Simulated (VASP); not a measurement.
# Al (Fm-3m) in VASP: a series of runs, part 2 of 2

VASP 6.6.1. The steps go on from the part before.

## Step 3: Electric field gradients, r2SCAN

This run uses another cell than the first one, of 16.60 Å³/atom, 1.044 times its volume.

The input, POSCAR:

```
Al
1.0
    0.0000000000      2.0248050000      2.0248050000
    2.0248050000      0.0000000000      2.0248050000
    2.0248050000      2.0248050000      0.0000000000
Al
1
Direct
    0.0000000000      0.0000000000      0.0000000000
```

The input, INCAR.step1:

```
  PREC = Accurate
  ENCUT = 520
  ISMEAR = 0
  SIGMA = 0.05
  LREAL = False
  LASPH = True
  NELM = 60
  NBANDS = 8
  GGA = PE
  ALGO = Normal
  EDIFF = 1E-4
  LWAVE = True
  LCHARG = False
```

The input, INCAR.step2:

```
  PREC = Accurate
  ENCUT = 520
  EDIFF = 1E-8
  ISMEAR = 0
  SIGMA = 0.05
  LREAL = False
  LASPH = True
  NELM = 60
  ALGO = Normal
  ISIF = 2
  LWAVE = False
  LCHARG = False
  METAGGA = R2SCAN
  LMIXTAU = True
  LEFG = True
  NBANDS = 8
  ISTART = 1
```

The input, KPOINTS:

```
Automatic mesh
0
Gamma
  18 18 18
```

Potentials or basis: VASP PAW PBE potentials, release 64 (Al).

Run with:

```console
$ cat potpaw_PBE.64/Al/POTCAR > POTCAR
$ cp INCAR.step1 INCAR
$ mpirun -np 1 vasp_std > vasp.out
$ cp INCAR.step2 INCAR
$ mpirun -np 1 vasp_std > vasp.out
```

OUTCAR:

```text
PREC = Accurate
   ENCUT = 520
   EDIFF = 1E-8
   ISMEAR = 0
   LREAL = False
   LASPH = True
   NELM = 60
   ISIF = 2
   METAGGA = R2SCAN
   ISTART = 1

 ion  position               nearest neighbor table
   1  0.000  0.000  0.000-

  LATTYP: Found a face centered cubic cell.
 ALAT       =     4.0496100000

  Lattice vectors:

 A1 = (   0.0000000000,   2.0248050000,   2.0248050000)
 A2 = (   2.0248050000,   0.0000000000,   2.0248050000)
 A3 = (   2.0248050000,   2.0248050000,   0.0000000000)

Analysis of symmetry for initial positions (statically):
=====================================================================
 Subroutine PRICEL returns:
 Original cell was already a primitive cell.

 Routine SETGRP: Setting up the symmetry group for a
 face centered cubic supercell.

 Subroutine GETGRP returns: Found 48 space group operations
 (whereof 48 operations were pure point group operations)
 out of a pool of 48 trial point group operations.

The static configuration has the point symmetry O_h .

Analysis of symmetry for dynamics (positions and initial velocities):
=====================================================================
 Subroutine PRICEL returns:
 Original cell was already a primitive cell.

 Routine SETGRP: Setting up the symmetry group for a
 face centered cubic supercell.

 Subroutine GETGRP returns: Found 48 space group operations
 (whereof 48 operations were pure point group operations)
 out of a pool of 48 trial point group operations.

The dynamic configuration has the point symmetry O_h .

 Subroutine INISYM returns: Found 48 space group operations
 (whereof 48 operations are pure point group operations),
 and found     1 'primitive' translations

----------------------------------------------------------------------------------------

                                     Primitive cell

  volume of cell :      16.6027

  direct lattice vectors                    reciprocal lattice vectors
     0.000000000  2.024805000  2.024805000    -0.246937359  0.246937359  0.246937359
     2.024805000  0.000000000  2.024805000     0.246937359 -0.246937359  0.246937359
     2.024805000  2.024805000  0.000000000     0.246937359  0.246937359 -0.246937359

  length of vectors
     2.863506692  2.863506692  2.863506692     0.427708053  0.427708053  0.427708053

  position of ions in fractional coordinates (direct lattice)
     0.000000000  0.000000000  0.000000000

  ion indices of the primitive-cell ions
   primitive index   ion index
                 1           1

----------------------------------------------------------------------------------------

 KPOINTS: Automatic mesh

Automatic generation of k-mesh.
 Grid dimensions read from file:
 generate k-points for:   18   18   18

 Generating k-lattice:

[... 67 lines left out ...]
   ISIF   =      2    stress and relaxation
   ISYM   =      2    0-nonsym 1-usesym 2-fastsym
   POTIM  = 0.5000    time-step for ionic-motion
   TEBEG  =    0.0;   TEEND  =   0.0 temperature during run
   PSTRESS=    0.0 pullay stress
   NELECT =       3.0000    total number of electrons
   NUPDOWN=      -1.0000    fix difference up-down
   EMIN   =  10.00;   EMAX   =-10.00  energy-range for DOS
   EFERMI =   0.00;   METHOD = LEGACY
   ISMEAR =     0;   SIGMA  =   0.05  broadening in eV -4-tet -1-fermi 0-gaus
   EFERMI_NEDOS =   21; number of points for ismear=-14 and -15
   IALGO  =     38    algorithm
   IMIX   =      4    mixing-type and parameters
     AMIX     =   0.40;   BMIX     =  1.00
     AMIX_MAG =   1.60;   BMIX_MAG =  1.00
  volume/ion in A,a.u.               =      16.60       112.04
  Fermi-wavevector in a.u.,A,eV,Ry     =   0.925526  1.748991 11.654733  0.856599
  Thomas-Fermi vector in A             =   2.051390
   LORBIT       =      0    0 simple, 1 ext, 2 COOP (PROOUT), +10 PAW based schemes
   METAGGA = R2SCAN    functional components
   LHFCALC =     F    Hartree Fock is set to
   AEXX    =    0.0000 exact exchange contribution
   IVDW    =     0    specifies the selected vdW correction
   LEPSILON=     F    determine dielectric tensor
   LRPA    =     F    only Hartree local field effects (RPA)
 non-spin polarized calculation
 Gauss-broadening in eV      SIGMA  =   0.05
  energy-cutoff  :      520.00
  volume of cell :       16.60
 maximum number of plane-waves:       459
 NGX is ok and might be reduce to    24
   NGX = 11   NGY = 11   NGZ = 11

 number of electron       3.0000000 magnetization

 Free energy of the ion-electron system (eV)
  ---------------------------------------------------
  ext. energy  EPLUGINS =         0.00000000
  ---------------------------------------------------
  free energy    TOTEN  =        -6.72623973 eV

  energy without entropy =       -6.72534155  energy(sigma->0) =       -6.72579064

 E-fermi :   7.9443     XC(G=0): -10.8833

 val. band max:        7.9307978838   @ k =   0.5000   0.4444   0.0556
 cond. band min:       7.9464184243   @ k =  -0.4444   0.3333   0.1111
 fundamental gap:      0.0156205406
 Fermi energy:         7.9442515416

 k-point     1 :       0.0000    0.0000    0.0000
  band No.  band energies     occupation
      1      -3.8418      2.00000
      2      21.2396      0.00000
      3      21.2396      0.00000
      4      21.2396      0.00000
      5      23.0868      0.00000
      6      23.0868      0.00000
      7      23.0868      0.00000
      8      25.2697      0.00000
[... 243 lines left out ...]
 k-point    24 :      -0.2222    0.0556    0.0000
  band No.  band energies     occupation
      1      -2.1037      2.00000
      2      12.0224      0.00000
      3      17.8184      0.00000
      4      20.8325      0.00000
      5      22.6883      0.00000
      6      23.8096      0.00000
      7      24.2921      0.00000
      8      26.5909      0.00000

 [... further k-points ...]

------------------------ aborting loop because EDIFF is reached ----------------------------------------

  FORCE on cell =-STRESS in cart. coord.  units (eV):
  Direction    XX          YY          ZZ          XY          YZ          ZX
  --------------------------------------------------------------------------------------
  -------------------------------------------------------------------------------------
  Total       -0.4022625     -0.4022625     -0.4022625     -0.0000000     -0.0000000      0.0000000
  in kB      -38.8186567    -38.8186567    -38.8186567     -0.0000000     -0.0000000      0.0000000
  external PRESSURE =     -38.8186567 kB  Pullay stress =       0.0000000 kB

 VOLUME and BASIS-vectors are now :
 -----------------------------------------------------------------------------
  energy-cutoff  :      520.00
  volume of cell :       16.60
      direct lattice vectors                 reciprocal lattice vectors
     0.000000000  2.024805000  2.024805000    -0.246937359  0.246937359  0.246937359
     2.024805000  0.000000000  2.024805000     0.246937359 -0.246937359  0.246937359
     2.024805000  2.024805000  0.000000000     0.246937359  0.246937359 -0.246937359

 POSITION                                       TOTAL-FORCE (eV/Angst)
 -----------------------------------------------------------------------------------
      0.00000      0.00000      0.00000         0.000000      0.000000      0.000000
 -----------------------------------------------------------------------------------
    total drift:                               -0.000000      0.000000      0.000000

  FREE ENERGIE OF THE ION-ELECTRON SYSTEM (eV)
  ---------------------------------------------------
  free  energy   TOTEN  =        -6.7262397251 eV

  energy  without entropy=       -6.7253415522  energy(sigma->0) =       -6.72579064

 Electric field gradients (V/A^2)
---------------------------------------------------------------------
 ion       V_xx      V_yy      V_zz      V_xy      V_xz      V_yz
---------------------------------------------------------------------
   1      -0.000     0.000     0.000     0.000     0.000     0.000
---------------------------------------------------------------------

 Electric field gradients after diagonalization (V/A^2)
 (convention: |V_zz| > |V_xx| > |V_yy|)
----------------------------------------------------------------------
 ion       V_xx      V_yy      V_zz     asymmetry (V_yy - V_xx)/ V_zz
----------------------------------------------------------------------
   1      -0.000    -0.000     0.000       0.000
----------------------------------------------------------------------

           NMR quadrupolar parameters

 Cq : quadrupolar parameter    Cq=e*Q*V_zz/h
 eta: asymmetry parameters     (V_yy - V_xx)/ V_zz
 Q  : nuclear electric quadrupole moment in mb (millibarn)
----------------------------------------------------------------------
 ion       Cq(MHz)       eta       Q (mb)
----------------------------------------------------------------------
   1       0.000       0.000       1.000
----------------------------------------------------------------------
```

OUTCAR.step1:

```text
PREC = Accurate
   ENCUT = 520
   ISMEAR = 0
   LREAL = False
   LASPH = True
   NELM = 60
[... 479 lines left out ...]

 POSITION                                       TOTAL-FORCE (eV/Angst)
 -----------------------------------------------------------------------------------
      0.00000      0.00000      0.00000         0.000000      0.000000      0.000000
 -----------------------------------------------------------------------------------
    total drift:                                0.000000     -0.000000      0.000000

  FREE ENERGIE OF THE ION-ELECTRON SYSTEM (eV)
  ---------------------------------------------------
  free  energy   TOTEN  =        -3.7431162555 eV

  energy  without entropy=       -3.7420531394  energy(sigma->0) =       -3.74258470
```

OSZICAR.step1:

```text
N       E                     dE             d eps       ncg     rms          rms(c)
DAV:   1    -0.239775888277E+01   -0.23978E+01   -0.86390E+02  3120   0.203E+02
DAV:   2    -0.375857786186E+01   -0.13608E+01   -0.13279E+01  4328   0.184E+01
DAV:   3    -0.376542512205E+01   -0.68473E-02   -0.68447E-02  3976   0.150E+00
DAV:   4    -0.376543984714E+01   -0.14725E-04   -0.14724E-04  4832   0.606E-02
DAV:   5    -0.376543989972E+01   -0.52577E-07   -0.52184E-07  4088   0.200E-03    0.129E+00
DAV:   6    -0.375252515532E+01    0.12915E-01   -0.16785E-03  4160   0.195E-01    0.751E-01
DAV:   7    -0.374312166892E+01    0.94035E-02   -0.50038E-03  4024   0.316E-01    0.145E-01
DAV:   8    -0.374311625549E+01    0.54134E-05   -0.13358E-05  4096   0.263E-02
   1 F= -.37431163E+01 E0= -.37425847E+01  d E =-.106312E-02
```

Wall time 95 s (1 thread of Intel Xeon Platinum 8259CL at 2.50GHz (Skylake/Cascade Lake), shared host); peak memory 0.15 GiB.

What came out:

- Free energy: -6.7262 eV
- Pressure: -3.9 GPa

Caveat: without QUAD_EFG the Cq values of the log hold for a quadrupole moment of 1 mb, not for the nuclei; the PAW data sets were made with another functional, which shifts forces and pressure a little.
